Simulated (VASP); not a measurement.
Sm4TaI:

```
Sm Ta I
1.0
     4.74440    0.00000    0.00000
     0.00000    4.74440    0.00000
     0.00000    0.00000    6.71772
Sm Ta I
4 1 1
Direct
  0.50000 0.00000 0.74581
  0.00000 0.50000 0.25419
  0.50000 0.00000 0.25419
  0.00000 0.50000 0.74581
  0.00000 0.00000 0.00000
  0.50000 0.50000 0.50000
```

The cell was generated, and may not be a known phase.

```yaml
Program: VASP 6.6.1
Task: relaxation of cell and atoms
Functional: PBE
Potentials_or_basis: VASP PAW PBE potentials, release 64 (Sm_3, Ta_pv, I), 4f in core
Cutoff: 500 eV
k_mesh: 4 × 4 × 4
Occupations: gaussian, width 0.1 eV
Spin: no spin polarisation
```

At the start: pressure 20.3 GPa; volume 25.20 Å³/atom.

Q: How do energy, volume and symmetry change on relaxing?

A: Over 10 steps the energy falls by 489.0 meV/atom and the volume is 33.62 Å³/atom (+33.4 %); space group P4/mmm (No. 123, to 0.1 Å) before and after.

Step by step:
| step | energy change (eV) | largest force (eV/Å) | pressure (GPa) | volume (Å³) |
| --- | --- | --- | --- | --- |
| 1 | 0.0000 | 1.7668 | 20.33 | 151.21 |
| 2 | -2.0480 | 0.9869 | -5.33 | 232.52 |
| 3 | -2.5960 | 1.0309 | -0.55 | 199.45 |
| 4 | -2.7688 | 0.7238 | -0.09 | 198.03 |
| 5 | -2.8946 | 0.0226 | 1.14 | 195.39 |
| 6 | -2.8952 | 0.0810 | 1.03 | 195.58 |
| 7 | -2.9221 | 0.0467 | -0.27 | 202.57 |
| 8 | -2.9222 | 0.0474 | -0.22 | 202.27 |
| 9 | -2.9297 | 0.0273 | -0.12 | 202.07 |
| 10 | -2.9338 | 0.0100 | 0.06 | 201.71 |

Final structure:
```xyz
6
Lattice="5.1944 0.0000 0.0000 0.0000 5.1944 0.0000 0.0000 0.0000 7.4756" Properties=species:S:1:pos:R:3 pbc="T T T"
Sm    2.5972    0.0000    5.8114
Sm    0.0000    2.5972    1.6642
Sm    2.5972    0.0000    1.6642
Sm    0.0000    2.5972    5.8114
Ta    0.0000    0.0000    0.0000
I     2.5972    2.5972    3.7378
```

Caveat: the volume moved by over 15 % at a fixed basis, so the end points are rough; the run has no spin polarisation, though such a crystal can be magnetic.
